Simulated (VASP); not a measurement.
# ZnSe (I-4m2) in VASP: notebook

Runs on ZnSe. Level: LDA. Tasks: single point.

All numbers are computed with VASP 6.6.1; they aren't measurements. Logs are shortened: lines on timing, memory, paths and dates and some standing lists are left out, and cuts for length are marked.

**1. The cell of the first run**

The structure is tetragonal, space group I-4m2 (No. 119). Conventional cell: a = 3.501 Å, b = 3.501 Å, c = 7.427 Å, α = 90.00°, β = 90.00°, γ = 90.00°. Zn (site symmetry -4m2) has 4 Se at 2.55 Å and 4 Zn at 3.50 Å within 3.6 Å. Se (site symmetry -4m2) has 4 Zn at 2.55 Å and 4 Se at 3.50 Å within 3.6 Å.

**2. Single point, LDA**

INCAR

```
SYSTEM = ZnSe
ALGO = Normal ; EDIFF = 1E-6
ENCUT = 520 ; ISIF = 2
ISMEAR = 0 ; LASPH = .True.
LCHARG = .False. ; LREAL = .False.
LWAVE = .False. ; NBANDS = 16
NELM = 100 ; PREC = Accurate
SIGMA = 0.05
```

KPOINTS

```
k-points
0
Gamma
  10 10 10
  0 0 0
```

POSCAR

```
ZnSe
1.0
    0.0000000000      2.4755523210      3.7133284815
    2.4755523210      0.0000000000      3.7133284815
    2.4755523210      2.4755523210      0.0000000000
Zn Se
1 1
Direct
    0.0000000000      0.0000000000      0.0000000000
    0.7500000000      0.7500000000      0.7500000000
```

Potentials or basis: VASP PAW LDA potentials, release 64 (Zn, Se).

Launch:

```bash
> cat potpaw_LDA.64/Zn/POTCAR potpaw_LDA.64/Se/POTCAR > POTCAR
> mpirun -np 1 vasp_std > vasp.out
```

OUTCAR:

```text
SYSTEM = ZnSe
   EDIFF = 1E-6
   ENCUT = 520
   ISIF = 2
   ISMEAR = 0
   LASPH = .True.
   LREAL = .False.
   NELM = 100
   PREC = Accurate

 ion  position               nearest neighbor table
   1  0.000  0.000  0.000-   2 2.55   2 2.55   2 2.55   2 2.55
   2  0.750  0.750  0.750-   1 2.55   1 2.55   1 2.55   1 2.55

  LATTYP: Found a body centered tetragonal cell.
 ALAT       =     3.5009596667
 C/A-ratio  =     2.1213203436

  Lattice vectors:

 A1 = (  -2.4755523210,   0.0000000000,   3.7133284815)
 A2 = (   2.4755523210,   0.0000000000,   3.7133284815)
 A3 = (   0.0000000000,   2.4755523210,  -3.7133284815)

Analysis of symmetry for initial positions (statically):
=====================================================================
 Subroutine PRICEL returns:
 Original cell was already a primitive cell.

 Routine SETGRP: Setting up the symmetry group for a
 body centered tetragonal supercell.

 Subroutine GETGRP returns: Found  8 space group operations
 (whereof  8 operations were pure point group operations)
 out of a pool of 16 trial point group operations.

The static configuration has the point symmetry D_2d.

Analysis of symmetry for dynamics (positions and initial velocities):
=====================================================================
 Subroutine PRICEL returns:
 Original cell was already a primitive cell.

 Routine SETGRP: Setting up the symmetry group for a
 body centered tetragonal supercell.

 Subroutine GETGRP returns: Found  8 space group operations
 (whereof  8 operations were pure point group operations)
 out of a pool of 16 trial point group operations.

The dynamic configuration has the point symmetry D_2d.

 Subroutine INISYM returns: Found  8 space group operations
 (whereof  8 operations are pure point group operations),
 and found     1 'primitive' translations

----------------------------------------------------------------------------------------

                                     Primitive cell

  volume of cell :      45.5132

  direct lattice vectors                    reciprocal lattice vectors
     0.000000000  2.475552321  3.713328482    -0.201975129  0.201975129  0.134650086
     2.475552321  0.000000000  3.713328482     0.201975129 -0.201975129  0.134650086
     2.475552321  2.475552321  0.000000000     0.201975129  0.201975129 -0.134650086

  length of vectors
     4.462865414  4.462865414  3.500959667     0.315782443  0.315782443  0.315782443

  position of ions in fractional coordinates (direct lattice)
     0.000000000  0.000000000  0.000000000
[... 80 lines left out ...]
   EDIFFG = 0.1E-04   stopping-criterion for IOM
   NSW    =      0    number of steps for IOM
   IBRION =     -1    ionic relax: 0-MD 1-quasi-New 2-CG
   NFREE  =      0    steps in history (QN), initial steepest desc. (CG)
   ISIF   =      2    stress and relaxation
   ISYM   =      2    0-nonsym 1-usesym 2-fastsym
   POTIM  = 0.5000    time-step for ionic-motion
   TEBEG  =    0.0;   TEEND  =   0.0 temperature during run
   PSTRESS=    0.0 pullay stress
   NELECT =      18.0000    total number of electrons
   NUPDOWN=      -1.0000    fix difference up-down
   EMIN   =  10.00;   EMAX   =-10.00  energy-range for DOS
   EFERMI =   0.00;   METHOD = LEGACY
   ISMEAR =     0;   SIGMA  =   0.05  broadening in eV -4-tet -1-fermi 0-gaus
   EFERMI_NEDOS =   21; number of points for ismear=-14 and -15
   IALGO  =     38    algorithm
   IMIX   =      4    mixing-type and parameters
     AMIX     =   0.40;   BMIX     =  1.00
     AMIX_MAG =   1.60;   BMIX_MAG =  1.00
  volume/ion in A,a.u.               =      22.76       153.57
  Fermi-wavevector in a.u.,A,eV,Ry     =   1.201673  2.270834 19.647073  1.444019
  Thomas-Fermi vector in A             =   2.337476
   LORBIT       =      0    0 simple, 1 ext, 2 COOP (PROOUT), +10 PAW based schemes
   GGA     = CA    functional components
   LHFCALC =     F    Hartree Fock is set to
   AEXX    =    0.0000 exact exchange contribution
   IVDW    =     0    specifies the selected vdW correction
   LEPSILON=     F    determine dielectric tensor
   LRPA    =     F    only Hartree local field effects (RPA)
 non-spin polarized calculation
 Gauss-broadening in eV      SIGMA  =   0.05
  energy-cutoff  :      520.00
  volume of cell :       45.51
 maximum number of plane-waves:      1246
 NGX is ok and might be reduce to    36

 number of electron      17.9999992 magnetization

 Free energy of the ion-electron system (eV)
  ---------------------------------------------------
  ext. energy  EPLUGINS =         0.00000000
  ---------------------------------------------------
  free energy    TOTEN  =        -6.45736389 eV

  energy without entropy =       -6.45681629  energy(sigma->0) =       -6.45709009

 E-fermi :   2.4917     XC(G=0):  -9.8038

 val. band max:        2.4897651695   @ k =  -0.2000   0.2000   0.0000
 cond. band min:       2.5732041647   @ k =   0.4000  -0.0000   0.0000
 fundamental gap:      0.0834389952
 Fermi energy:         2.4916951092

 k-point     1 :       0.0000    0.0000    0.0000
  band No.  band energies     occupation
      1     -11.5184      2.00000
      2      -5.2822      2.00000
      3      -5.0565      2.00000
      4      -5.0565      2.00000
      5      -4.9652      2.00000
      6      -4.8870      2.00000
[... 433 lines left out ...]
      3      -5.0132      2.00000
      4      -4.9674      2.00000
      5      -4.9513      2.00000
      6      -4.8894      2.00000
[... 8 lines left out ...]
     15      13.8782      0.00000
     16      16.3533      0.00000

 [... further k-points ...]

------------------------ aborting loop because EDIFF is reached ----------------------------------------

  FORCE on cell =-STRESS in cart. coord.  units (eV):
  Direction    XX          YY          ZZ          XY          YZ          ZX
  --------------------------------------------------------------------------------------
  -------------------------------------------------------------------------------------
  Total        1.1623259      1.1623259     -6.0475494      0.0000000      0.0000000      0.0000000
  in kB       40.9167294     40.9167294   -212.8886079      0.0000000      0.0000000      0.0000000
  external PRESSURE =     -43.6850497 kB  Pullay stress =       0.0000000 kB

 VOLUME and BASIS-vectors are now :
 -----------------------------------------------------------------------------
  energy-cutoff  :      520.00
  volume of cell :       45.51
      direct lattice vectors                 reciprocal lattice vectors
     0.000000000  2.475552321  3.713328482    -0.201975129  0.201975129  0.134650086
     2.475552321  0.000000000  3.713328482     0.201975129 -0.201975129  0.134650086
     2.475552321  2.475552321  0.000000000     0.201975129  0.201975129 -0.134650086

 POSITION                                       TOTAL-FORCE (eV/Angst)
 -----------------------------------------------------------------------------------
      0.00000      0.00000      0.00000         0.000000      0.000000      0.000000
      3.71333      3.71333      5.56999        -0.000000     -0.000000     -0.000000
 -----------------------------------------------------------------------------------
    total drift:                                0.000002      0.000002     -0.000001

  FREE ENERGIE OF THE ION-ELECTRON SYSTEM (eV)
  ---------------------------------------------------
  free  energy   TOTEN  =        -6.4573638858 eV

  energy  without entropy=       -6.4568162858  energy(sigma->0) =       -6.45709009
```

OSZICAR:

```text
N       E                     dE             d eps       ncg     rms          rms(c)
DAV:   1     0.852702834353E+02    0.85270E+02   -0.87015E+03  3264   0.128E+03
DAV:   2    -0.140708351726E+01   -0.86677E+02   -0.81434E+02  3688   0.251E+02
DAV:   3    -0.688211886714E+01   -0.54750E+01   -0.54417E+01  4096   0.606E+01
DAV:   4    -0.692642536828E+01   -0.44307E-01   -0.44302E-01  3912   0.587E+00
DAV:   5    -0.692664417208E+01   -0.21880E-03   -0.21880E-03  4160   0.378E-01    0.442E+00
DAV:   6    -0.649718921438E+01    0.42945E+00   -0.80652E-01  4664   0.255E+01    0.343E+00
DAV:   7    -0.646342543439E+01    0.33764E-01   -0.18917E-01  3872   0.414E+00    0.147E+00
DAV:   8    -0.645816760879E+01    0.52578E-02   -0.52670E-03  4120   0.714E-01    0.489E-01
DAV:   9    -0.645735309536E+01    0.81451E-03   -0.14727E-03  3808   0.295E-01    0.560E-02
DAV:  10    -0.645736289674E+01   -0.98014E-05   -0.90183E-05  3832   0.968E-02    0.149E-02
DAV:  11    -0.645736391933E+01   -0.10226E-05   -0.49691E-06  4056   0.174E-02    0.250E-03
DAV:  12    -0.645736388575E+01    0.33579E-07   -0.67186E-07  2080   0.131E-02
   1 F= -.64573639E+01 E0= -.64570901E+01  d E =-.547600E-03
```

stdout:

```text
POSCAR found type information on POSCAR ZnSe
 POSCAR found :  2 types and       2 ions
 scaLAPACK will be used
 LDA part: xc-table for (Slater(with rela. corr.)+CA(PZ))
 , standard interpolation
 POSCAR, INCAR and KPOINTS ok, starting setup
 FFT: planning ... GRIDC
 FFT: planning ... GRID_SOFT
 FFT: planning ... GRID
 WAVECAR not read
 entering main loop
```

Run time: 2 min. Hardware: 1 thread of AMD EPYC 7R13, shared host; peak memory 0.18 GiB.

Results:

```yaml
Free_energy: -6.4574 eV
Pressure: -4.4 GPa
Band_gap_on_the_k_mesh: zero (bands 9 and 10 overlap by 0.19 eV)
```

Stress tensor (GPa, compression positive):
```
  4.09   0.00   0.00
  0.00   4.09   0.00
  0.00   0.00 -21.29
```

Caveat: the stress differs along the axes, from -21 to 4 GPa; semilocal functionals underestimate gaps, and a narrow one can read as zero.

**3. Single point, LDA**

This run uses another cell than the first one, of the same volume but with other edges.

INCAR

```
PREC = Accurate ; ENCUT = 520
EDIFF = 1E-7 ; ISMEAR = 0
SIGMA = 0.05 ; LREAL = F
LASPH = T ; NELM = 60
ALGO = Normal ; ISIF = 2
LWAVE = F ; LCHARG = F
GGA = CA ; NBANDS = 16
```

KPOINTS

```
Automatic mesh
0
Gamma
  10 10 10
```

POSCAR

```
ZnSe
1.0
    0.0000000000      2.8726240025      2.7577190424
    2.8726240025      0.0000000000      2.7577190424
    2.8726240025      2.8726240025      0.0000000000
Zn Se
1 1
Direct
    0.0000000000      0.0000000000      0.0000000000
    0.7500000000      0.7500000000      0.7500000000
```

Potentials or basis: VASP PAW LDA potentials, release 64 (Zn, Se).

Launch:

```bash
> cat potpaw_LDA.64/Zn/POTCAR potpaw_LDA.64/Se/POTCAR > POTCAR
> mpirun -np 1 vasp_std > vasp.out
```

Run time: 2 min. Hardware: 1 thread of AMD EPYC 7R13, shared host; peak memory 0.17 GiB.

Results (log left out):

| Item | Value |
| --- | --- |
| Free energy | -7.3453 eV |
| Pressure | -3.1 GPa |
| Band gap on the k mesh | 0.97 eV |

Stress tensor (GPa, compression positive):
```
-3.63  0.00  0.00
 0.00 -3.63  0.00
 0.00  0.00 -2.13
```

Levels at points of the mesh, in eV from the valence-band top:
| k point | band 6 | band 7 | band 8 | band 9 | band 10 | band 11 | band 12 | band 13 |
| --- | --- | --- | --- | --- | --- | --- | --- | --- |
| (0.00, 0.00, 0.00) | -6.40 | -0.14 | -0.14 | 0.00 | 0.97 | 5.61 | 5.63 | 5.63 |
| (0.50, 0.00, 0.00) | -6.25 | -5.38 | -1.08 | -0.85 | 2.26 | 6.04 | 6.38 | 8.27 |
| (0.50, 0.50, 0.00) | -6.20 | -4.75 | -2.44 | -2.44 | 2.60 | 2.98 | 10.67 | 10.97 |
| (0.50, 0.00, 0.50) | -6.24 | -4.99 | -2.25 | -2.18 | 2.78 | 3.37 | 10.28 | 10.74 |

Caveat: the cell stands under tension.

The gap in the log of VASP goes by the Fermi energy; the results here count the filled bands.